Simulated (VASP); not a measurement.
Set up this calculation in VASP 6.6.1, as the native input.

* Task: single point
* Functional: LDA
* Potentials or basis: VASP PAW LDA potentials, release 64 (Pb_d)
* Cutoff: 520 eV
* k mesh: 14 × 14 × 14
* Occupations: fermi-dirac, width 0.1 eV
* Spin: no spin polarisation
* Dipole correction: no
* Further INCAR settings: ALGO = Normal; EDIFF = 1e-06; NBANDS = 13

The structure of Pb lies in POSCAR:

```
Pb
1.0
    2.7947613129      0.0000000000      0.0000000000
    0.0000000000      2.7947613129      0.0000000000
    0.0000000000      0.0000000000      2.7947613129
Pb
1
Direct
    0.0000000000      0.0000000000      0.0000000000
```

This isn't the form of Pb at room conditions, which is fcc.

These files were run (other wordings do the same):

INCAR

```
PREC = Accurate
ENCUT = 520
EDIFF = 1E-6
ISMEAR = -1
SIGMA = 0.1
LREAL = False
LASPH = True
NELM = 100
ALGO = Normal
ISIF = 2
LWAVE = False
LCHARG = False
GGA = CA
NBANDS = 13
```

KPOINTS

```
regular mesh
0
Gamma
  14 14 14
```

Potentials or basis: VASP PAW LDA potentials, release 64 (Pb_d).

Command:

```bash
$ cat potpaw_LDA.64/Pb_d/POTCAR > POTCAR
$ mpirun -np 1 vasp_std > vasp.out
```

Results of the run:

```json
{"Pressure": "41.4 GPa", "Band gap on the k mesh": "zero (bands 7 and 8 overlap by 9.60 eV)"}
```

Caveat: the cell stands under pressure; spin-orbit coupling is left out, which moves the levels of the heavy elements.

It took 23 s on 1 thread of Intel Xeon 8259CL, on a shared host, peak memory 0.15 GiB.
